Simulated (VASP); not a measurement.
Write the native input for VASP 6.6.1 that does the following.

| Item | Value |
| --- | --- |
| Task | single point |
| Functional | PBE |
| Potentials or basis | VASP PAW PBE potentials, release 64 (Re) |
| Cutoff | 520 eV |
| k mesh | 10 × 10 × 10 |
| Occupations | gaussian, width 0.15 eV |
| Spin | no spin polarisation |
| Dipole correction | no |
| Further INCAR settings | ALGO = Normal; EDIFF = 1e-07; NBANDS = 10 |

The structure of Re lies in POSCAR:

```
Re
1.0
    0.0000000000      2.1842676306      1.4468588785
    2.1842676306      0.0000000000      1.4468588785
    2.1842676306      2.1842676306      0.0000000000
Re
1
Direct
    0.0000000000      0.0000000000      0.0000000000
```

The input as run:

INCAR

```
SYSTEM = Re
ALGO = Normal
EDIFF = 1E-7
ENCUT = 520
GGA = PE
ISIF = 2
ISMEAR = 0
LASPH = .True.
LCHARG = .False.
LREAL = .False.
LWAVE = .False.
NBANDS = 10
NELM = 100
PREC = Accurate
SIGMA = 0.15
```

KPOINTS

```
k-points
0
Gamma
  10 10 10
  0 0 0
```

Potentials or basis: VASP PAW PBE potentials, release 64 (Re).

The run is started by

```console
$ cat potpaw_PBE.64/Re/POTCAR > POTCAR
$ mpirun -np 1 vasp_std > vasp.out
```

Results of the run:

| Property | Result |
| --- | --- |
| Pressure | 38.9 GPa |
| Band gap on the k mesh | zero (an odd number of electrons rules out a gap without spin polarisation) |

Caveat: the cell stands under pressure; spin-orbit coupling is left out, which moves the levels of the heavy elements.

Run time: 25 s on 1 thread of Intel Xeon 8259CL, on a shared host, peak memory 0.14 GiB.
